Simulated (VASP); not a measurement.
# CdS (Fm-3m) in VASP: single point with r2SCAN

Aim: the single point of CdS with r2SCAN.

Everything below comes from runs of VASP 6.6.1. Logs are shortened: lines on timing, memory, paths and dates and some standing lists are left out, and cuts for length are marked.

## (1) The cell of the first run

The structure is cubic, space group Fm-3m (No. 225). The conventional cell has a = 5.432 Å, b = 5.432 Å, c = 5.432 Å, α = 90.00°, β = 90.00°, γ = 90.00°. Cd (site symmetry m-3m) has 6 S at 2.72 Å within 3.6 Å. S (site symmetry m-3m) has 6 Cd at 2.72 Å within 3.6 Å.

## (2) Single point, r2SCAN

POSCAR reads:

```
CdS
1.0
    0.0000000000      2.7162298536      2.7162298536
    2.7162298536      0.0000000000      2.7162298536
    2.7162298536      2.7162298536      0.0000000000
Cd S
1 1
Direct
    0.0000000000      0.0000000000      0.0000000000
    0.5000000000      0.5000000000      0.5000000000
```

INCAR.step1 reads:

```
PREC     = Accurate       # precision mode
ENCUT    = 700            # plane-wave cutoff, eV
ISMEAR   = 0              # smearing method
SIGMA    = 0.01           # smearing width, eV
LREAL    = False          # projectors in reciprocal space
LASPH    = True           # aspherical terms in the spheres
NELM     = 120            # most SCF steps
NBANDS   = 20             # bands
GGA      = PE             # functional
ALGO     = Normal         # electronic algorithm
EDIFF    = 1E-5           # SCF threshold, eV
LWAVE    = True           # write WAVECAR
LCHARG   = False          # write CHGCAR
GGA_COMPAT= False
```

INCAR.step2 reads:

```
PREC     = Accurate       # precision mode
ENCUT    = 700            # plane-wave cutoff, eV
EDIFF    = 1E-6           # SCF threshold, eV
ISMEAR   = 0              # smearing method
SIGMA    = 0.01           # smearing width, eV
LREAL    = False          # projectors in reciprocal space
LASPH    = True           # aspherical terms in the spheres
NELM     = 120            # most SCF steps
ALGO     = Normal         # electronic algorithm
ISIF     = 2              # what is computed and relaxed
LWAVE    = False          # write WAVECAR
LCHARG   = False          # write CHGCAR
METAGGA  = R2SCAN         # meta-GGA
LMIXTAU  = True         
NBANDS   = 20             # bands
ISTART   = 1            
GGA_COMPAT= False
```

KPOINTS reads:

```
Automatic mesh
0
Gamma
  8 8 8
```

Potentials or basis: VASP PAW PBE potentials, release 64 (Cd_sv_GW, S).

Command:

```bash
$ cat potpaw_PBE.64/Cd_sv_GW/POTCAR potpaw_PBE.64/S/POTCAR > POTCAR
$ cp INCAR.step1 INCAR
$ mpirun -np 1 vasp_std > vasp.out
$ cp INCAR.step2 INCAR
$ mpirun -np 1 vasp_std > vasp.out
```

OUTCAR:

```text
PREC = Accurate
   ENCUT = 700
   EDIFF = 1E-6
   ISMEAR = 0
   LREAL = False
   LASPH = True
   NELM = 120
   ISIF = 2
   METAGGA = R2SCAN
   ISTART = 1

 ion  position               nearest neighbor table
   1  0.000  0.000  0.000-   2 2.72   2 2.72   2 2.72   2 2.72   2 2.72   2 2.72
   2  0.500  0.500  0.500-   1 2.72   1 2.72   1 2.72   1 2.72   1 2.72   1 2.72

  LATTYP: Found a face centered cubic cell.
 ALAT       =     5.4324597072

  Lattice vectors:

 A1 = (   0.0000000000,   2.7162298536,   2.7162298536)
 A2 = (   2.7162298536,   0.0000000000,   2.7162298536)
 A3 = (   2.7162298536,   2.7162298536,   0.0000000000)

Analysis of symmetry for initial positions (statically):
=====================================================================
 Subroutine PRICEL returns:
 Original cell was already a primitive cell.

 Routine SETGRP: Setting up the symmetry group for a
 face centered cubic supercell.

 Subroutine GETGRP returns: Found 48 space group operations
 (whereof 48 operations were pure point group operations)
 out of a pool of 48 trial point group operations.

The static configuration has the point symmetry O_h .

Analysis of symmetry for dynamics (positions and initial velocities):
=====================================================================
 Subroutine PRICEL returns:
 Original cell was already a primitive cell.

 Routine SETGRP: Setting up the symmetry group for a
 face centered cubic supercell.

 Subroutine GETGRP returns: Found 48 space group operations
 (whereof 48 operations were pure point group operations)
 out of a pool of 48 trial point group operations.

The dynamic configuration has the point symmetry O_h .

 Subroutine INISYM returns: Found 48 space group operations
 (whereof 48 operations are pure point group operations),
 and found     1 'primitive' translations

----------------------------------------------------------------------------------------

                                     Primitive cell

  volume of cell :      40.0802

  direct lattice vectors                    reciprocal lattice vectors
     0.000000000  2.716229854  2.716229854    -0.184078678  0.184078678  0.184078678
     2.716229854  0.000000000  2.716229854     0.184078678 -0.184078678  0.184078678
     2.716229854  2.716229854  0.000000000     0.184078678  0.184078678 -0.184078678

  length of vectors
     3.841329097  3.841329097  3.841329097     0.318833623  0.318833623  0.318833623

  position of ions in fractional coordinates (direct lattice)
[... 78 lines left out ...]
   NELM   =    120;   NELMIN=  2; NELMDL=  0     # of ELM steps
   EDIFF  = 0.1E-05   stopping-criterion for ELM
   LREAL  =      F    real-space projection
   EDIFFG = 0.1E-04   stopping-criterion for IOM
   NSW    =      0    number of steps for IOM
   IBRION =     -1    ionic relax: 0-MD 1-quasi-New 2-CG
   NFREE  =      0    steps in history (QN), initial steepest desc. (CG)
   ISIF   =      2    stress and relaxation
   ISYM   =      2    0-nonsym 1-usesym 2-fastsym
   POTIM  = 0.5000    time-step for ionic-motion
   TEBEG  =    0.0;   TEEND  =   0.0 temperature during run
   PSTRESS=    0.0 pullay stress
   NELECT =      26.0000    total number of electrons
   NUPDOWN=      -1.0000    fix difference up-down
   EMIN   =  10.00;   EMAX   =-10.00  energy-range for DOS
   EFERMI =   0.00;   METHOD = LEGACY
   ISMEAR =     0;   SIGMA  =   0.01  broadening in eV -4-tet -1-fermi 0-gaus
   EFERMI_NEDOS =   21; number of points for ismear=-14 and -15
   IALGO  =     38    algorithm
   IMIX   =      4    mixing-type and parameters
     AMIX     =   0.40;   BMIX     =  1.00
     AMIX_MAG =   1.60;   BMIX_MAG =  1.00
  volume/ion in A,a.u.               =      20.04       135.24
  Fermi-wavevector in a.u.,A,eV,Ry     =   1.417173  2.678068 27.325646  2.008378
  Thomas-Fermi vector in A             =   2.538430
   LORBIT       =      0    0 simple, 1 ext, 2 COOP (PROOUT), +10 PAW based schemes
   METAGGA = R2SCAN    functional components
   LHFCALC =     F    Hartree Fock is set to
   AEXX    =    0.0000 exact exchange contribution
   IVDW    =     0    specifies the selected vdW correction
   LEPSILON=     F    determine dielectric tensor
   LRPA    =     F    only Hartree local field effects (RPA)
 non-spin polarized calculation
 Gauss-broadening in eV      SIGMA  =   0.01
  energy-cutoff  :      700.00
  volume of cell :       40.08
 maximum number of plane-waves:      1708
 NGX is ok and might be reduce to    36
   NGX = 17   NGY = 17   NGZ = 17

 number of electron      25.9999997 magnetization

 Free energy of the ion-electron system (eV)
  ---------------------------------------------------
  ext. energy  EPLUGINS =         0.00000000
  ---------------------------------------------------
  free energy    TOTEN  =       -29.58923526 eV

  energy without entropy =      -29.58923526  energy(sigma->0) =      -29.58923526

 E-fermi :   4.9940     XC(G=0): -11.2193

 val. band max:        4.7765286612   @ k =   0.5000   0.0000   0.0000
 cond. band min:       5.5303583413   @ k =   0.5000   0.5000   0.0000
 fundamental gap:      0.7538296801
 Fermi energy:         4.9939647329

 k-point     1 :       0.0000    0.0000    0.0000
  band No.  band energies     occupation
      1     -99.6578      2.00000
      2     -59.8229      2.00000
      3     -59.8229      2.00000
      4     -59.8229      2.00000
      5      -8.6389      2.00000
      6      -3.1493      2.00000
[... 541 lines left out ...]
     19      17.9802      0.00000
     20      20.0682      0.00000

 [... further k-points ...]

------------------------ aborting loop because EDIFF is reached ----------------------------------------

  FORCE on cell =-STRESS in cart. coord.  units (eV):
  Direction    XX          YY          ZZ          XY          YZ          ZX
  --------------------------------------------------------------------------------------
  -------------------------------------------------------------------------------------
  Total        0.2225890      0.2225890      0.2225890      0.0000000      0.0000000      0.0000000
  in kB        8.8978447      8.8978447      8.8978447      0.0000000      0.0000000      0.0000000
  external PRESSURE =       8.8978447 kB  Pullay stress =       0.0000000 kB

 VOLUME and BASIS-vectors are now :
 -----------------------------------------------------------------------------
  energy-cutoff  :      700.00
  volume of cell :       40.08
      direct lattice vectors                 reciprocal lattice vectors
     0.000000000  2.716229854  2.716229854    -0.184078678  0.184078678  0.184078678
     2.716229854  0.000000000  2.716229854     0.184078678 -0.184078678  0.184078678
     2.716229854  2.716229854  0.000000000     0.184078678  0.184078678 -0.184078678

 POSITION                                       TOTAL-FORCE (eV/Angst)
 -----------------------------------------------------------------------------------
      0.00000      0.00000      0.00000        -0.000000      0.000000      0.000000
      2.71623      2.71623      2.71623         0.000000      0.000000      0.000000
 -----------------------------------------------------------------------------------
    total drift:                               -0.000000      0.000000      0.000000

  FREE ENERGIE OF THE ION-ELECTRON SYSTEM (eV)
  ---------------------------------------------------
  free  energy   TOTEN  =       -29.5892352566 eV

  energy  without entropy=      -29.5892352566  energy(sigma->0) =      -29.58923526
```

Run time: 67 s. Hardware: 1 thread of Intel Xeon 6975P-C (Granite Rapids), shared host; peak memory 0.24 GiB.

What came out:

- Free energy: -29.5892 eV
- Pressure: 0.9 GPa
- Band gap on the k mesh: 0.75 eV (least direct gap 2.47 eV)

Caveat: semilocal functionals underestimate gaps, and a narrow one can read as zero; the PAW data sets were made with another functional, which shifts forces and pressure a little. A k mesh can miss the band edges.
